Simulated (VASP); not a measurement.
O: single point with r2SCAN

Crystal: O.

```xyz
2
Lattice="3.0701 0.0000 0.0000 1.5350 2.6587 0.0000 1.5350 0.8862 2.5067" Properties=species:S:1:pos:R:3 pbc="T T T"
O     1.5350    0.8862    0.6267
O     0.0000    0.0000    0.0000
```

* Program: VASP 6.6.1
* Task: single point
* Functional: r2SCAN
* Potentials or basis: VASP PAW PBE potentials, release 64 (O)
* Cutoff: 520 eV
* k mesh: 6 × 6 × 6, shifted
* Occupations: fermi-dirac, width 0.05 eV
* Spin: no spin polarisation

```
Pressure               : 0.7 GPa
Band gap on the k mesh : zero (band 6 reaches 0.95 eV, above the bottom of band 7 at -0.07 eV)
```

Levels at points of the mesh, in eV from the Fermi level:
| k point | band 2 | band 3 | band 4 | band 5 | band 6 | band 7 | band 8 | band 9 | band 10 | band 11 |
| --- | --- | --- | --- | --- | --- | --- | --- | --- | --- | --- |
| (0.08, 0.08, 0.08) | -14.67 | -4.22 | -4.22 | -4.20 | -0.62 | -0.60 | -0.60 | 10.52 | 23.53 | 23.53 |

Run time: 4 min on 1 thread of Intel(R) Xeon(R) Platinum 8259CL CPU @ 2.50GHz (Skylake/Cascade Lake), with other jobs on the host, peak memory 0.19 GiB.

Caveat: the k points lie up to 0.42 Å⁻¹ apart; the PAW data sets were made with another functional, which shifts forces and pressure a little.
